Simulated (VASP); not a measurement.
Runs of VASP 6.6.1 on ScAl3. The structure is that of space group I4/mmm (No. 139), or close to it. The cells are those of the table. 

| task | cell | cutoff (eV) | gap on the mesh (eV) | pressure (GPa) |
| --- | --- | --- | --- | --- |
| single point | a = 5.429 Å, angles 134.5, 134.5, 66.3°, 4 atoms | 520 | none | (a) |
| single point | a = 5.355 Å, angles 135.0, 135.0, 65.5°, 4 atoms | 520 | none | -4.3 |
| relaxation of shape and atoms at fixed volume | relaxed from a = 5.018 Å, angles 134.7, 134.7, 66.0°, 4 atoms | 600 | none | 13.7 |
| single point | a = 5.055 Å, angles 134.5, 134.5, 66.3°, 4 atoms | 520 | none | 9.8 |
| single point | a = 5.431 Å, angles 135.2, 135.2, 65.3°, 4 atoms | 520 | none | -6.4 |

Alike in all rows: level PBE; potentials or basis VASP PAW PBE potentials, release 64 (Sc_sv, Al); no spin polarisation; k mesh 14 × 14 × 14; smearing gaussian 0.1 eV.

Problem. Estimate the missing entries.

Solution. (a) -7.5.

Caveats: the cell stands under tension (at least some runs); the cell stands under pressure (at least some runs).

A gap of «none» marks levels without a gap at the run's occupations.
